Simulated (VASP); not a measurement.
# Ag (P6_3/mmc) in VASP: a series of runs, part 2 of 2

VASP 6.6.1.

### 3 Single point, r2SCAN

Contents of POSCAR:

```
Ag
1.0
    2.9299980804      0.0000000000      0.0000000000
   -1.4649990402      2.5374527707      0.0000000000
    0.0000000000      0.0000000000      4.7900000000
Ag
2
Direct
    0.3333333333      0.6666666667      0.2500000000
    0.6666666667      0.3333333333      0.7500000000
```

Contents of INCAR.step1:

```
SYSTEM = Ag
PREC     = Accurate       ! precision mode
ENCUT    = 520            ! plane-wave cutoff, eV
ISMEAR   = 0              ! smearing method
SIGMA    = 0.15           ! smearing width, eV
LREAL    = .False.        ! projectors in reciprocal space
LASPH    = .True.         ! aspherical terms in the spheres
NELM     = 60             ! most SCF steps
NBANDS   = 18             ! bands
GGA      = PE             ! functional
ALGO     = Normal         ! electronic algorithm
EDIFF    = 1E-4           ! SCF threshold, eV
LWAVE    = .True.         ! write WAVECAR
LCHARG   = .False.        ! write CHGCAR
```

Contents of INCAR.step2:

```
SYSTEM = Ag
PREC     = Accurate       ! precision mode
ENCUT    = 520            ! plane-wave cutoff, eV
EDIFF    = 1E-6           ! SCF threshold, eV
ISMEAR   = 0              ! smearing method
SIGMA    = 0.15           ! smearing width, eV
LREAL    = .False.        ! projectors in reciprocal space
LASPH    = .True.         ! aspherical terms in the spheres
NELM     = 60             ! most SCF steps
ALGO     = Normal         ! electronic algorithm
ISIF     = 2              ! what is computed and relaxed
LWAVE    = .False.        ! write WAVECAR
LCHARG   = .False.        ! write CHGCAR
METAGGA  = R2SCAN         ! meta-GGA
LMIXTAU  = .True.       
NBANDS   = 18             ! bands
ISTART   = 1
```

Contents of KPOINTS:

```
Automatic mesh
0
Gamma
  24 24 12
  0 0 0
```

Potentials or basis: VASP PAW PBE potentials, release 64 (Ag).

Launch:

```
$ cat potpaw_PBE.64/Ag/POTCAR > POTCAR
$ cp INCAR.step1 INCAR
$ mpirun -np 1 vasp_std > vasp.out
$ cp INCAR.step2 INCAR
$ mpirun -np 1 vasp_std > vasp.out
```

OUTCAR:

```text
SYSTEM = Ag
   PREC = Accurate
   ENCUT = 520
   EDIFF = 1E-6
   ISMEAR = 0
   LREAL = .False.
   LASPH = .True.
   NELM = 60
   ISIF = 2
   METAGGA = R2SCAN
   ISTART = 1

 ion  position               nearest neighbor table
   1  0.333  0.667  0.250-   2 2.93   2 2.93   2 2.93   2 2.93   2 2.93   2 2.93
   2  0.667  0.333  0.750-   1 2.93   1 2.93   1 2.93   1 2.93   1 2.93   1 2.93

  LATTYP: Found a hexagonal cell.
 ALAT       =     2.9299980804
 C/A-ratio  =     1.6348133577

  Lattice vectors:

 A1 = (   2.9299980804,   0.0000000000,   0.0000000000)
 A2 = (  -1.4649990402,   2.5374527707,   0.0000000000)
 A3 = (   0.0000000000,   0.0000000000,   4.7900000000)

Analysis of symmetry for initial positions (statically):
=====================================================================
 Subroutine PRICEL returns:
 Original cell was already a primitive cell.

 Routine SETGRP: Setting up the symmetry group for a
 hexagonal supercell.

 Subroutine GETGRP returns: Found 24 space group operations
 (whereof 12 operations were pure point group operations)
 out of a pool of 24 trial point group operations.

The static configuration has the point symmetry D_3d.
 The point group associated with its full space group is D_6h.

Analysis of symmetry for dynamics (positions and initial velocities):
=====================================================================
 Subroutine PRICEL returns:
 Original cell was already a primitive cell.

 Routine SETGRP: Setting up the symmetry group for a
 hexagonal supercell.

 Subroutine GETGRP returns: Found 24 space group operations
 (whereof 12 operations were pure point group operations)
 out of a pool of 24 trial point group operations.

The dynamic configuration has the point symmetry D_3d.
 The point group associated with its full space group is D_6h.

 Subroutine INISYM returns: Found 24 space group operations
 (whereof 12 operations are pure point group operations),
 and found     1 'primitive' translations

----------------------------------------------------------------------------------------

                                     Primitive cell

  volume of cell :      35.6124

  direct lattice vectors                    reciprocal lattice vectors
     2.929998080  0.000000000  0.000000000     0.341297152  0.197048003  0.000000000
    -1.464999040  2.537452771  0.000000000     0.000000000  0.394096005  0.000000000
     0.000000000  0.000000000  4.790000000     0.000000000  0.000000000  0.208768267

  length of vectors
     2.929998080  2.929998080  4.790000000     0.394096005  0.394096005  0.208768267

  position of ions in fractional coordinates (direct lattice)
     0.333333333  0.666666667  0.250000000
     0.666666667  0.333333333  0.750000000

  ion indices of the primitive-cell ions
   primitive index   ion index
                 1           1
                 2           2

----------------------------------------------------------------------------------------

 KPOINTS: Automatic mesh

Automatic generation of k-mesh.
 Grid dimensions read from file:
 generate k-points for:   24   24   12

 Generating k-lattice:

  Cartesian coordinates                     Fractional coordinates (reciprocal lattice)
     0.014220715  0.008210333  0.000000000     0.041666667  0.000000000  0.000000000
     0.000000000  0.016420667  0.000000000     0.000000000  0.041666667  0.000000000
     0.000000000  0.000000000  0.017397356     0.000000000  0.000000000  0.083333333

  Length of vectors
     0.016420667  0.016420667  0.017397356

  Shift w.r.t. Gamma in fractional coordinates (k-lattice)
     0.000000000  0.000000000  0.000000000

 Subroutine IBZKPT returns following result:
 ===========================================

 Found    427 irreducible k-points:

 Following reciprocal coordinates:
            Coordinates               Weight
  0.000000  0.000000  0.000000      1.000000
  0.041667  0.000000  0.000000      6.000000
  0.083333  0.000000  0.000000      6.000000
  0.125000  0.000000  0.000000      6.000000
  0.166667  0.000000  0.000000      6.000000
  0.208333  0.000000  0.000000      6.000000
[... 16 lines left out ...]
  0.416667  0.041667  0.000000     12.000000
  0.458333  0.041667  0.000000     12.000000
 [... further k-points ...]
   k-points           NKPTS =    427   k-points in BZ     NKDIM =    427   number of bands    NBANDS=     18
   number of dos      NEDOS =    301   number of ions     NIONS =      2
   total plane-waves  NPLWV =  20736
   dimension x,y,z NGX =    24 NGY =   24 NGZ =   36
   dimension x,y,z NGXF=    48 NGYF=   48 NGZF=   72
   ions per type =               2
   NGX,Y,Z   is equivalent  to a cutoff of  13.62, 13.62, 12.49 a.u.
   NGXF,Y,Z  is equivalent  to a cutoff of  27.23, 27.23, 24.99 a.u.
 SYSTEM =  Ag
   PREC   = accura    normal or accurate (medium, high low for compatibility)
   ISTART =      1    job   : 0-new  1-cont  2-samecut
   ICHARG =      0    charge: 1-file 2-atom 10-const
   ISPIN  =      1    spin polarized calculation?
   LNONCOLLINEAR =      F non collinear calculations
   LSORBIT =      F    spin-orbit coupling
   LASPH  =      T    aspherical Exc in radial PAW
   ENCUT  =  520.0 eV  38.22 Ry    6.18 a.u.   5.45  5.45  8.91*2*pi/ulx,y,z
   NELM   =     60;   NELMIN=  2; NELMDL=  0     # of ELM steps
   EDIFF  = 0.1E-05   stopping-criterion for ELM
   LREAL  =      F    real-space projection
   EDIFFG = 0.1E-04   stopping-criterion for IOM
   NSW    =      0    number of steps for IOM
   IBRION =     -1    ionic relax: 0-MD 1-quasi-New 2-CG
   NFREE  =      0    steps in history (QN), initial steepest desc. (CG)
   ISIF   =      2    stress and relaxation
   ISYM   =      2    0-nonsym 1-usesym 2-fastsym
   POTIM  = 0.5000    time-step for ionic-motion
   TEBEG  =    0.0;   TEEND  =   0.0 temperature during run
   PSTRESS=    0.0 pullay stress
   NELECT =      22.0000    total number of electrons
   NUPDOWN=      -1.0000    fix difference up-down
   EMIN   =  10.00;   EMAX   =-10.00  energy-range for DOS
   EFERMI =   0.00;   METHOD = LEGACY
   ISMEAR =     0;   SIGMA  =   0.15  broadening in eV -4-tet -1-fermi 0-gaus
   EFERMI_NEDOS =   21; number of points for ismear=-14 and -15
   IALGO  =     38    algorithm
   IMIX   =      4    mixing-type and parameters
     AMIX     =   0.40;   BMIX     =  1.00
     AMIX_MAG =   1.60;   BMIX_MAG =  1.00
  volume/ion in A,a.u.               =      17.81       120.16
  Fermi-wavevector in a.u.,A,eV,Ry     =   1.394276  2.634800 26.449806  1.944006
  Thomas-Fermi vector in A             =   2.517841
   LORBIT       =      0    0 simple, 1 ext, 2 COOP (PROOUT), +10 PAW based schemes
   METAGGA = R2SCAN    functional components
   LHFCALC =     F    Hartree Fock is set to
   AEXX    =    0.0000 exact exchange contribution
   IVDW    =     0    specifies the selected vdW correction
   LEPSILON=     F    determine dielectric tensor
   LRPA    =     F    only Hartree local field effects (RPA)
 non-spin polarized calculation
 Gauss-broadening in eV      SIGMA  =   0.15
  energy-cutoff  :      520.00
  volume of cell :       35.61
 maximum number of plane-waves:       990
 NGX is ok and might be reduce to    24
   NGX = 11   NGY = 11   NGZ = 17

 number of electron      22.0000005 magnetization

 Free energy of the ion-electron system (eV)
  ---------------------------------------------------
  ext. energy  EPLUGINS =         0.00000000
  ---------------------------------------------------
  free energy    TOTEN  =       -42.70311367 eV

  energy without entropy =      -42.69725861  energy(sigma->0) =      -42.70018614

 E-fermi :   7.9094     XC(G=0): -12.6667

 val. band max:        7.9079240817   @ k =   0.2500   0.0000   0.2500
 cond. band min:       7.9271722530   @ k =   0.2083   0.2083   0.4167
 fundamental gap:      0.0192481713
 Fermi energy:         7.9094484115

 k-point     1 :       0.0000    0.0000    0.0000
  band No.  band energies     occupation
      1       0.2150      2.00000
      2       1.3864      2.00000
      3       2.8536      2.00000
      4       2.9448      2.00000
      5       2.9448      2.00000
      6       3.1676      2.00000
[... 10 lines left out ...]
     17      26.3244      0.00000
     18      26.3244      0.00000
[... 463 lines left out ...]
 k-point    24 :       0.4583    0.0417    0.0000
  band No.  band energies     occupation
      1       1.4449      2.00000
      2       1.7735      2.00000
      3       1.8053      2.00000
      4       2.8528      2.00000
      5       3.1806      2.00000
      6       3.3726      2.00000
[... 10 lines left out ...]
     17      18.4896      0.00000
     18      24.0204      0.00000

 [... further k-points ...]

------------------------ aborting loop because EDIFF is reached ----------------------------------------

  FORCE on cell =-STRESS in cart. coord.  units (eV):
  Direction    XX          YY          ZZ          XY          YZ          ZX
  --------------------------------------------------------------------------------------
  -------------------------------------------------------------------------------------
  Total       -0.6005791     -0.6005791     -0.5005324     -0.0000000     -0.0000000      0.0000000
  in kB      -27.0196678    -27.0196678    -22.5186305     -0.0000000     -0.0000000      0.0000000
  external PRESSURE =     -25.5193221 kB  Pullay stress =       0.0000000 kB

 VOLUME and BASIS-vectors are now :
 -----------------------------------------------------------------------------
  energy-cutoff  :      520.00
  volume of cell :       35.61
      direct lattice vectors                 reciprocal lattice vectors
     2.929998080  0.000000000  0.000000000     0.341297152  0.197048003  0.000000000
    -1.464999040  2.537452771  0.000000000     0.000000000  0.394096005  0.000000000
     0.000000000  0.000000000  4.790000000     0.000000000  0.000000000  0.208768267

 POSITION                                       TOTAL-FORCE (eV/Angst)
 -----------------------------------------------------------------------------------
     -0.00000      1.69164      1.19750         0.000000      0.000000      0.000000
      1.46500      0.84582      3.59250        -0.000000     -0.000000      0.000000
 -----------------------------------------------------------------------------------
    total drift:                               -0.000000      0.000000     -0.000000

  FREE ENERGIE OF THE ION-ELECTRON SYSTEM (eV)
  ---------------------------------------------------
  free  energy   TOTEN  =       -42.7031136733 eV

  energy  without entropy=      -42.6972586097  energy(sigma->0) =      -42.70018614
```

Wall time 7.2 min (1 thread of AMD EPYC 9R45 (Zen 5), shared host); peak memory 0.31 GiB.

Results:

| Item | Value |
| --- | --- |
| Free energy | -42.7031 eV |
| Pressure | -2.6 GPa |
| Band gap on the k mesh | zero (bands 11 and 12 overlap by 7.83 eV) |

Caveat: the PAW data sets were made with another functional, which shifts forces and pressure a little.
